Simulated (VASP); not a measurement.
A run of VASP 6.6.1:

Contents of INCAR:

```
SYSTEM = BiOs
PREC = Accurate
ENCUT = 520
EDIFF = 1E-6
ISMEAR = 0
SIGMA = 0.05
LREAL = .False.
LASPH = .True.
NELM = 60
ALGO = Fast
ISIF = 2
LWAVE = .False.
LCHARG = .False.
GGA = PS
NBANDS = 18
```

The input KPOINTS:

```
regular mesh
0
Gamma
  10 10 10
  0 0 0
```

POSCAR

```
BiOs
1.0
    0.0000000000      3.0253347796      3.0253347796
    3.0253347796      0.0000000000      3.0253347796
    3.0253347796      3.0253347796      0.0000000000
Os Bi
1 1
Direct
    0.0000000000      0.0000000000      0.0000000000
    0.2632216772      0.2367783228      0.2632216772
```

Potentials or basis: VASP PAW PBE potentials, release 64 (Os, Bi_d).

Command:

```bash
$ cat potpaw_PBE.64/Os/POTCAR potpaw_PBE.64/Bi_d/POTCAR > POTCAR
$ mpirun -np 1 vasp_std > vasp.out
```

Hardware: 1 thread of Intel Xeon 8259CL, on a shared host.

Problem. Estimate the wall time of this run.

Solution. Run time: 5.2 min on 1 thread of Intel Xeon 8259CL, on a shared host, peak memory 0.29 GiB. Counts: scf iterations 14, k points 171.
